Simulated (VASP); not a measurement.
# Hf (P6_3/mmc) in VASP: further runs

Hf is run at these levels: PBE; tasks: relaxation of shape and atoms at fixed volume, relaxation of cell and atoms.

Everything below comes from runs of VASP 6.6.1. Logs are shortened: lines on timing, memory, paths and dates and some standing lists are left out, and cuts for length are marked.

## 1. The cell of the first run

The structure is hexagonal, space group P6_3/mmc (No. 194). The conventional cell has a = 2.967 Å, b = 2.967 Å, c = 4.732 Å, α = 90.00°, β = 90.00°, γ = 120.00°. Hf (site symmetry -6m2) has 12 Hf at 2.92 to 2.97 Å within 3.8 Å.

## 2. Relaxation of shape and atoms at fixed volume, PBE (18.03 Å³/atom)

INCAR

```
ALGO = Fast
EDIFF = 1E-7
EDIFFG = -0.01
ENCUT = 600
GGA = PE
IBRION = 2
ISIF = 4
ISMEAR = 0
LASPH = True
LCHARG = False
LREAL = False
LWAVE = False
NELM = 100
NSW = 60
PREC = Accurate
SIGMA = 0.05
```

KPOINTS

```
k-points
0
Gamma
  18 18 10
```

POSCAR

```
Hf
1.0
    2.9666631241      0.0000000000      0.0000000000
   -1.4833315620      2.5692056299      0.0000000000
    0.0000000000      0.0000000000      4.7319584522
Hf
2
Direct
    0.3333333333      0.6666666667      0.2500000000
    0.6666666667      0.3333333333      0.7500000000
```

Potentials or basis: VASP PAW PBE potentials, release 64 (Hf_pv).

Command:

```console
> cat potpaw_PBE.64/Hf_pv/POTCAR > POTCAR
> mpirun -np 1 vasp_std > vasp.out
```

OUTCAR:

```text
EDIFF = 1E-7
   EDIFFG = -0.01
   ENCUT = 600
   GGA = PE
   IBRION = 2
   ISIF = 4
   ISMEAR = 0
   LASPH = True
   LREAL = False
   NELM = 100
   NSW = 60
   PREC = Accurate

 ion  position               nearest neighbor table
   1  0.333  0.667  0.250-   2 2.92   2 2.92   2 2.92   2 2.92   2 2.92   2 2.92
   2  0.667  0.333  0.750-   1 2.92   1 2.92   1 2.92   1 2.92   1 2.92   1 2.92

  LATTYP: Found a hexagonal cell.
 ALAT       =     2.9666631241
 C/A-ratio  =     1.5950440796

  Lattice vectors:

 A1 = (   2.9666631241,   0.0000000000,   0.0000000000)
 A2 = (  -1.4833315620,   2.5692056299,   0.0000000000)
 A3 = (   0.0000000000,   0.0000000000,   4.7319584522)

Analysis of symmetry for initial positions (statically):
=====================================================================
 Subroutine PRICEL returns:
 Original cell was already a primitive cell.

 Routine SETGRP: Setting up the symmetry group for a
 hexagonal supercell.

 Subroutine GETGRP returns: Found 24 space group operations
 (whereof 12 operations were pure point group operations)
 out of a pool of 24 trial point group operations.

The static configuration has the point symmetry D_3d.
 The point group associated with its full space group is D_6h.

Analysis of symmetry for dynamics (positions and initial velocities):
=====================================================================
 Subroutine PRICEL returns:
 Original cell was already a primitive cell.

 Routine SETGRP: Setting up the symmetry group for a
 hexagonal supercell.

 Subroutine GETGRP returns: Found 24 space group operations
 (whereof 12 operations were pure point group operations)
 out of a pool of 24 trial point group operations.

The dynamic configuration has the point symmetry D_3d.
 The point group associated with its full space group is D_6h.

 Subroutine INISYM returns: Found 24 space group operations
 (whereof 12 operations are pure point group operations),
 and found     1 'primitive' translations

----------------------------------------------------------------------------------------

                                     Primitive cell

  volume of cell :      36.0668

  direct lattice vectors                    reciprocal lattice vectors
     2.966663124  0.000000000  0.000000000     0.337079054  0.194612683  0.000000000
    -1.483331562  2.569205630  0.000000000     0.000000000  0.389225365  0.000000000
     0.000000000  0.000000000  4.731958452     0.000000000  0.000000000  0.211328990

  length of vectors
     2.966663124  2.966663124  4.731958452     0.389225365  0.389225365  0.211328990

  position of ions in fractional coordinates (direct lattice)
     0.333333333  0.666666667  0.250000000
     0.666666667  0.333333333  0.750000000

  ion indices of the primitive-cell ions
   primitive index   ion index
                 1           1
                 2           2

----------------------------------------------------------------------------------------

 KPOINTS: k-points

Automatic generation of k-mesh.
 Grid dimensions read from file:
 generate k-points for:   18   18   10

 Generating k-lattice:

  Cartesian coordinates                     Fractional coordinates (reciprocal lattice)
     0.018726614  0.010811816  0.000000000     0.055555556  0.000000000  0.000000000
     0.000000000  0.021623631  0.000000000     0.000000000  0.055555556  0.000000000
     0.000000000  0.000000000  0.021132899     0.000000000  0.000000000  0.100000000

  Length of vectors
     0.021623631  0.021623631  0.021132899

  Shift w.r.t. Gamma in fractional coordinates (k-lattice)
     0.000000000  0.000000000  0.000000000

 Subroutine IBZKPT returns following result:
[... 64 lines left out ...]
   ISMEAR =     0;   SIGMA  =   0.05  broadening in eV -4-tet -1-fermi 0-gaus
   EFERMI_NEDOS =   21; number of points for ismear=-14 and -15
   IALGO  =     68    algorithm
   IMIX   =      4    mixing-type and parameters
     AMIX     =   0.40;   BMIX     =  1.00
     AMIX_MAG =   1.60;   BMIX_MAG =  1.00
[... 40 lines left out ...]
  volume of cell :       36.07
      direct lattice vectors                 reciprocal lattice vectors
     2.966663124  0.000000000  0.000000000     0.337079054  0.194612683  0.000000000
    -1.483331562  2.569205630  0.000000000     0.000000000  0.389225365  0.000000000
     0.000000000  0.000000000  4.731958452     0.000000000  0.000000000  0.211328990

 POSITION                                       TOTAL-FORCE (eV/Angst)
 -----------------------------------------------------------------------------------
     -0.00000      1.71280      1.18299        -0.000000      0.000000      0.000000
      1.48333      0.85640      3.54897         0.000000     -0.000000      0.000000
 -----------------------------------------------------------------------------------
    total drift:                               -0.000000      0.000000     -0.000000

  FREE ENERGIE OF THE ION-ELECTRON SYSTEM (eV)
  ---------------------------------------------------
  free  energy   TOTEN  =       -19.0462496797 eV

  energy  without entropy=      -19.0437588531  energy(sigma->0) =      -19.04500427

--------------------------------------- Ionic step        2  -------------------------------------------

 number of electron      19.9999997 magnetization

 Free energy of the ion-electron system (eV)
  ---------------------------------------------------
  ext. energy  EPLUGINS =         0.00000000
  ---------------------------------------------------
  free energy    TOTEN  =       -19.04635194 eV

  energy without entropy =      -19.04387026  energy(sigma->0) =      -19.04511110

 E-fermi :   6.5510     XC(G=0): -12.3067

 val. band max:        6.5448056689   @ k =   0.1667   0.1667   0.4000
 cond. band min:       6.5538132486   @ k =   0.2222   0.2222   0.4000
 fundamental gap:      0.0090075797
 Fermi energy:         6.5510073490

 k-point     1 :       0.0000    0.0000    0.0000
  band No.  band energies     occupation
      1     -24.5735      2.00000
      2     -23.1120      2.00000
      3     -23.1120      2.00000
      4     -22.8808      2.00000
      5     -22.8808      2.00000
      6     -22.8797      2.00000
      7      -1.5264      2.00000
      8       2.0680      2.00000
      9       7.7344      0.00000
     10       7.7344      0.00000
     11       7.9535      0.00000
     12       8.0843      0.00000
     13       8.7902      0.00000
     14       8.7902      0.00000
[... 377 lines left out ...]
      1     -24.2451      2.00000
      2     -23.9670      2.00000
      3     -23.8482      2.00000
      4     -23.5346      2.00000
      5     -23.2967      2.00000
      6     -23.1539      2.00000
      7       3.0189      2.00000
      8       3.3847      2.00000
      9       3.6108      2.00000
     10       5.9712      2.00000
     11       7.0860      0.00000
     12       7.6648      0.00000
     13       8.5269      0.00000
     14      12.8438      0.00000

 [... further k-points ...]

------------------------ aborting loop because EDIFF is reached ----------------------------------------

  FORCE on cell =-STRESS in cart. coord.  units (eV):
  Direction    XX          YY          ZZ          XY          YZ          ZX
  --------------------------------------------------------------------------------------
  -------------------------------------------------------------------------------------
  Total        7.6795679      7.6795679      7.6788778      0.0000000      0.0000000      0.0000000
  in kB      341.1452631    341.1452630    341.1146087      0.0000000      0.0000000      0.0000000
  external PRESSURE =     341.1350449 kB  Pullay stress =       0.0000000 kB

 VOLUME and BASIS-vectors are now :
 -----------------------------------------------------------------------------
  energy-cutoff  :      600.00
  volume of cell :       36.07
      direct lattice vectors                 reciprocal lattice vectors
     2.964014935  0.000000000  0.000000000     0.337380216  0.194786559  0.000000000
    -1.482007467  2.566912231  0.000000000    -0.000000000  0.389573117 -0.000000000
    -0.000000000  0.000000000  4.740417735     0.000000000 -0.000000000  0.210951873

 POSITION                                       TOTAL-FORCE (eV/Angst)
 -----------------------------------------------------------------------------------
     -0.00000      1.71127      1.18510        -0.000000     -0.000000      0.000000
      1.48201      0.85564      3.55531         0.000000      0.000000      0.000000
 -----------------------------------------------------------------------------------
    total drift:                               -0.000000      0.000000     -0.000000

  FREE ENERGIE OF THE ION-ELECTRON SYSTEM (eV)
  ---------------------------------------------------
  free  energy   TOTEN  =       -19.0463519421 eV

  energy  without entropy=      -19.0438702618  energy(sigma->0) =      -19.04511110

 reached required accuracy - stopping structural energy minimisation
```

Run time: 2.2 min. Hardware: 1 thread of Intel Xeon Platinum 8488C (Sapphire Rapids), shared host; peak memory 0.25 GiB.

Results:

| Item | Value |
| --- | --- |
| Free energy | -19.0464 eV |
| Energy gained by relaxing | 0.1 meV/atom |
| Ionic steps | 2 |
| Pressure after relaxing | 34.1 GPa |
| Band gap on the k mesh | zero (bands 10 and 11 overlap by 1.68 eV) |

Step by step:
```
step  energy change (eV)  largest force (eV/Å)  pressure (GPa)  volume (Å³)
   1              0.0000                0.0000           34.15        36.07
   2             -0.0001                0.0000           34.11        36.07
```

Final structure:
```cif
data_structure
_symmetry_space_group_name_H-M 'P 1'
_symmetry_Int_Tables_number 1
_cell_length_a 2.9640
_cell_length_b 2.9640
_cell_length_c 4.7404
_cell_angle_alpha 90.000
_cell_angle_beta 90.000
_cell_angle_gamma 120.000
_cell_volume 36.07
loop_
_atom_site_label
_atom_site_type_symbol
_atom_site_fract_x
_atom_site_fract_y
_atom_site_fract_z
_atom_site_occupancy
Hf1 Hf 0.33333 0.66667 0.25000 1
Hf2 Hf 0.66667 0.33333 0.75000 1
```

Levels at points of the mesh, in eV from the Fermi level:
| k point | band 7 | band 8 | band 9 | band 10 | band 11 | band 12 | band 13 | band 14 |
| --- | --- | --- | --- | --- | --- | --- | --- | --- |
| (0.00, 0.00, 0.00) | -8.08 | -4.48 | 1.18 | 1.18 | 1.40 | 1.53 | 2.24 | 2.24 |
| (0.50, 0.00, 0.00) | -3.74 | -3.69 | -3.04 | -0.23 | 0.75 | 1.10 | 2.06 | 7.51 |
| (0.00, 0.00, 0.50) | -5.72 | -5.72 | 0.01 | 0.01 | 1.08 | 1.08 | 1.08 | 1.08 |
| (0.50, 0.00, 0.50) | -4.20 | -4.20 | -1.53 | -1.53 | 2.13 | 2.13 | 3.18 | 3.18 |

Caveat: spin-orbit coupling is left out, which moves the levels of the heavy elements.

## 3. Relaxation of cell and atoms, PBE

This run uses another cell than the first one, of 22.38 Å³/atom.

INCAR

```
SYSTEM = Hf
ALGO     = Fast           ! electronic algorithm
EDIFF    = 1E-6           ! SCF threshold, eV
EDIFFG   = -0.01          ! ionic threshold
ENCUT    = 600            ! plane-wave cutoff, eV
GGA      = PE             ! functional
IBRION   = 2              ! ionic algorithm
ISIF     = 3              ! what is computed and relaxed
ISMEAR   = 0              ! smearing method
LASPH    = .TRUE.         ! aspherical terms in the spheres
LCHARG   = .FALSE.        ! write CHGCAR
LREAL    = .FALSE.        ! projectors in reciprocal space
LWAVE    = .FALSE.        ! write WAVECAR
NELM     = 100            ! most SCF steps
NSW      = 80             ! ionic steps
PREC     = Accurate       ! precision mode
SIGMA    = 0.05           ! smearing width, eV
```

KPOINTS

```
k-points
0
G
  16 16 10
  0 0 0
```

POSCAR

```
Hf
1.0
    3.1967000000      0.0000000000      0.0000000000
   -1.5983500000      2.7684234083      0.0000000000
    0.0000000000      0.0000000000      5.0578000000
Hf
2
Direct
    0.3333333333      0.6666666667      0.2500000000
    0.6666666667      0.3333333333      0.7500000000
```

Potentials or basis: VASP PAW PBE potentials, release 64 (Hf_pv).

Command:

```console
> cat potpaw_PBE.64/Hf_pv/POTCAR > POTCAR
> mpirun -np 1 vasp_std > vasp.out
```

Wall time 5.3 min (1 thread of Intel Xeon Platinum 8488C (Sapphire Rapids), shared host); peak memory 0.27 GiB.

The run converged. Its results:

- Free energy: -19.8515 eV
- Relaxed volume: 22.45 Å³/atom
- Relaxed cell: a = 3.202 Å, b = 3.202 Å, c = 5.056 Å, α = 90.00°, β = 90.00°, γ = 120.00°
- Space group after relaxing (to 0.1 Å): P6_3/mmc (No. 194)
- Energy gained by relaxing: 0.1 meV/atom
- Ionic steps: 7
- Pressure after relaxing: 0.0 GPa
- Band gap on the k mesh: zero (bands 10 and 11 overlap by 1.56 eV)

Stress tensor (GPa, compression positive):
```
 0.02  0.00  0.00
 0.00  0.02  0.00
 0.00  0.00 -0.06
```

The path:
```
step  energy change (eV)  largest force (eV/Å)  pressure (GPa)  volume (Å³)
   1              0.0000                0.0000            0.31        44.76
   2              0.0000                0.0000           -0.37        45.04
   3             -0.0002                0.0000           -0.05        44.91
   4             -0.0002                0.0000           -0.05        44.91
   5             -0.0001                0.0000            0.14        44.83
   6             -0.0002                0.0000            0.02        44.90
   7             -0.0002                0.0000           -0.01        44.90
```

Final structure:
```yaml
crystal:
  lattice:
    - [3.20217, 0.00000, 0.00000]
    - [-1.60108, 2.77316, 0.00000]
    - [0.00000, 0.00000, 5.05594]
  atoms:
    - { symbol: Hf, position: [0.33333, 0.66667, 0.25000] }
    - { symbol: Hf, position: [0.66667, 0.33333, 0.75000] }
```

Levels at points of the mesh, in eV from the Fermi level:
```csv
k point,band 7,band 8,band 9,band 10,band 11,band 12,band 13,band 14
"(0.00, 0.00, 0.00)",-7.38,-3.71,0.63,1.16,1.16,1.46,1.98,1.98
"(0.50, 0.00, 0.00)",-3.36,-2.75,-2.23,-0.83,0.76,0.86,1.67,5.84
"(0.00, 0.00, 0.50)",-5.41,-5.41,0.14,0.14,1.05,1.05,1.05,1.05
"(0.50, 0.00, 0.50)",-3.41,-3.41,-0.99,-0.99,1.15,1.15,2.62,2.62
```

Caveat: spin-orbit coupling is left out, which moves the levels of the heavy elements. PBE usually gives volumes a little too large and moduli too small.

## 4. Relaxation of shape and atoms at fixed volume, PBE (18.94 Å³/atom)

This run uses another cell than the first one, of 18.94 Å³/atom.

INCAR

```
PREC     = Accurate       # precision mode
ENCUT    = 600            # plane-wave cutoff, eV
EDIFF    = 1E-6           # SCF threshold, eV
ISMEAR   = 0              # smearing method
SIGMA    = 0.05           # smearing width, eV
LREAL    = False          # projectors in reciprocal space
LASPH    = True           # aspherical terms in the spheres
NELM     = 100            # most SCF steps
ALGO     = Fast           # electronic algorithm
ISIF     = 4              # what is computed and relaxed
LWAVE    = False          # write WAVECAR
LCHARG   = False          # write CHGCAR
GGA      = PE             # functional
IBRION   = 2              # ionic algorithm
NSW      = 60             # ionic steps
EDIFFG   = -0.01          # ionic threshold
```

KPOINTS

```
Automatic mesh
0
Gamma
  18 18 10
```

POSCAR

```
Hf
1.0
    3.0183847970      0.0000000000      0.0000000000
   -1.5091923985      2.6139979126      0.0000000000
    0.0000000000      0.0000000000      4.7997374197
Hf
2
Direct
    0.3333333333      0.6666666667      0.2500000000
    0.6666666667      0.3333333333      0.7500000000
```

Command:

```console
> cat potpaw_PBE.64/Hf_pv/POTCAR > POTCAR
> mpirun -np 1 vasp_std > vasp.out
```

It took 97 s on 1 thread of Intel Xeon Platinum 8488C (Sapphire Rapids), shared host; peak memory 0.26 GiB.

It converged, with:

| Item | Value |
| --- | --- |
| Free energy | -19.3754 eV |
| Energy gained by relaxing | 0.0 meV/atom |
| Ionic steps | 2 |
| Pressure after relaxing | 24.6 GPa |
| Band gap on the k mesh | zero (bands 10 and 11 overlap by 1.55 eV) |

Final structure:
```
Hf
1.0
     3.01643    0.00000    0.00000
    -1.50822    2.61231    0.00000
     0.00000    0.00000    4.80595
Hf
2
Cartesian
  0.0000 1.7415 1.2015
  1.5082 0.8708 3.6045
```

Levels at points of the mesh, in eV from the Fermi level:
```
           k point  band 8  band 9  band 10  band 11  band 12  band 13
(0.00, 0.00, 0.00)   -4.29    1.20     1.20     1.30     1.45     2.20
(0.50, 0.00, 0.00)   -3.44   -2.83    -0.40     0.77     1.06     1.98
(0.00, 0.00, 0.50)   -5.65    0.06     0.06     1.09     1.09     1.09
(0.50, 0.00, 0.50)   -4.00   -1.37    -1.37     1.87     1.87     3.05
```

Caveat: spin-orbit coupling is left out, which moves the levels of the heavy elements.

## 5. Relaxation of shape and atoms at fixed volume, PBE (23.44 Å³/atom)

This run uses another cell than the first one, of 23.44 Å³/atom.

INCAR

```
SYSTEM = Hf
  ALGO = Fast
  EDIFF = 1E-6
  EDIFFG = -0.01
  ENCUT = 600
  GGA = PE
  IBRION = 2
  ISIF = 4
  ISMEAR = 0
  LASPH = .True.
  LCHARG = .False.
  LREAL = .False.
  LWAVE = .False.
  NELM = 60
  NSW = 60
  PREC = Accurate
  SIGMA = 0.05
```

KPOINTS

```
k-points
0
Gamma
  16 16 10
  0 0 0
```

POSCAR

```
Hf
1.0
    3.2479581878      0.0000000000      0.0000000000
   -1.6239790939      2.8128143010      0.0000000000
    0.0000000000      0.0000000000      5.1321563923
Hf
2
Direct
    0.3333333333      0.6666666667      0.2500000000
    0.6666666667      0.3333333333      0.7500000000
```

Command:

```console
> cat potpaw_PBE.64/Hf_pv/POTCAR > POTCAR
> mpirun -np 1 vasp_std > vasp.out
```

Wall time 1.8 min (1 thread of Intel Xeon Platinum 8488C (Sapphire Rapids), shared host); peak memory 0.27 GiB.

It converged, with:

```yaml
Free_energy: -19.8241 eV
Pressure_after_relaxing: -4.3 GPa
Band_gap_on_the_k_mesh: zero (bands 10 and 11 overlap by 1.56 eV)
```

Final structure:
```
CELL_PARAMETERS angstrom
3.24796 0.00000 0.00000
-1.62398 2.81281 0.00000
0.00000 0.00000 5.13216
ATOMIC_POSITIONS crystal
Hf 0.33333 0.66667 0.25000
Hf 0.66667 0.33333 0.75000
```

Levels at points of the mesh, in eV from the Fermi level:
```tsv
k point	band 6	band 7	band 8	band 9	band 10	band 11	band 12	band 13	band 14
(0.00, 0.00, 0.00)	-30.40	-7.24	-3.58	0.48	1.14	1.14	1.42	1.92	1.92
(0.50, 0.00, 0.00)	-30.47	-3.29	-2.60	-2.10	-0.89	0.77	0.80	1.58	5.56
(0.00, 0.00, 0.50)	-30.45	-5.34	-5.34	0.15	0.15	1.04	1.04	1.04	1.04
(0.50, 0.00, 0.50)	-30.56	-3.28	-3.28	-0.93	-0.93	1.02	1.02	2.52	2.52
```

Caveat: the relaxation stopped at its first step, so nothing moved; spin-orbit coupling is left out, which moves the levels of the heavy elements.

## 6. The runs side by side

| task | cell | k mesh | gap on the mesh (eV) | pressure (GPa) |
| --- | --- | --- | --- | --- |
| relaxation of shape and atoms at fixed volume | relaxed from a = 2.967, b = 2.967, c = 4.732 Å, angles 90.0, 90.0, 120.0°, 2 atoms | 18 × 18 × 10 | none | 34.1 |
| relaxation of cell and atoms | relaxed from a = 3.197, b = 3.197, c = 5.058 Å, angles 90.0, 90.0, 120.0°, 2 atoms | 16 × 16 × 10 | none | 0.0 |
| relaxation of shape and atoms at fixed volume | relaxed from a = 3.018, b = 3.018, c = 4.800 Å, angles 90.0, 90.0, 120.0°, 2 atoms | 18 × 18 × 10 | none | 24.6 |
| relaxation of shape and atoms at fixed volume | relaxed from a = 3.248, b = 3.248, c = 5.132 Å, angles 90.0, 90.0, 120.0°, 2 atoms | 16 × 16 × 10 | none | -4.3 |

Alike in all rows: level PBE; potentials or basis VASP PAW PBE potentials, release 64 (Hf_pv); no spin polarisation; cutoff (eV) 600; smearing gaussian 0.05 eV.

Caveats: spin-orbit coupling is left out, which moves the levels of the heavy elements; the relaxation stopped at its first step, so nothing moved (at least some runs).

Absolute energies hang on the potentials; compare differences alone.
